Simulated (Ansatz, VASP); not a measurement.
This is a calculation of MgB2 for VASP 6.6.1.

The input INCAR:

```
ALGO = Normal
EDIFF = 1E-7
ENCUT = 520
GGA = CA
ISIF = 2
ISMEAR = -1
LASPH = True
LCHARG = False
LREAL = False
LWAVE = False
NBANDS = 11
NELM = 100
PREC = Accurate
SIGMA = 0.05
```

The input KPOINTS:

```
k-points
0
Gamma
  10 10 8
```

POSCAR

```
MgB2
1.0
    3.1054310590      0.0000000000      0.0000000000
   -1.5527155295      2.6893821868      0.0000000000
    0.0000000000      0.0000000000      3.5463318058
Mg B
1 2
Direct
    0.0000000000      0.0000000000      0.0000000000
    0.6666666667      0.3333333333      0.5000000000
    0.3333333333      0.6666666667      0.5000000000
```

Potentials or basis: VASP PAW LDA potentials, release 64 (Mg, B).

Launch:

```sh
$ cat potpaw_LDA.64/Mg/POTCAR potpaw_LDA.64/B/POTCAR > POTCAR
$ mpirun -np 1 vasp_std > vasp.out
```

Task: Translate it to Ansatz 0.2.0. Potentials there: all-electron LAPW, scalar-relativistic.

Result: As run (the cutoff follows the program's own potentials):

input.yaml

```yaml
crystal:
  lattice:
    - [3.105431059, 0.0, 0.0]
    - [-1.5527155295, 2.6893821868, 0.0]
    - [0.0, 0.0, 3.5463318058]
  atoms:
    - { symbol: Mg, position: [0.0, 0.0, 0.0] }
    - { symbol: B, position: [0.6666666667, 0.3333333333, 0.5] }
    - { symbol: B, position: [0.3333333333, 0.6666666667, 0.5] }
kpoints:
  mp_grid: { grid: [10, 10, 8] }
scf:
  occupations: { method: fermi_dirac, width: 0.05 }
hamiltonian:
  xc: lda
  pseudopotentials: { kind: all_electron, lapw: { basis_error: 0.002 } }
output:
  forces: true
  stress: true
  eigenvalues: true
```

Potentials or basis: all-electron LAPW, scalar-relativistic.

Launch:

```sh
$ ansatz run input.yaml --threads 2 --pin off --max-ram 8192MiB --backend cpu --events-out ev --progress --plain --runs-dir out
```

Both were run:

|  | VASP | Ansatz | Ansatz less VASP |
| --- | --- | --- | --- |
| gap on the k mesh at the Fermi level (eV) | none | none | - |
| pressure (GPa) | -10.7 | -10.1 | +0.59 |
| traceless stress, the component that is largest in VASP (GPa) | 1.12 | 1.24 | +0.119 |

LDA's correlation is that of Perdew and Zunger in VASP and of Perdew and Wang (1992) in Ansatz. A gap of «none» marks a metal or a gap that the smearing closes. Ansatz ran all-electron here, and VASP with PAW potentials.
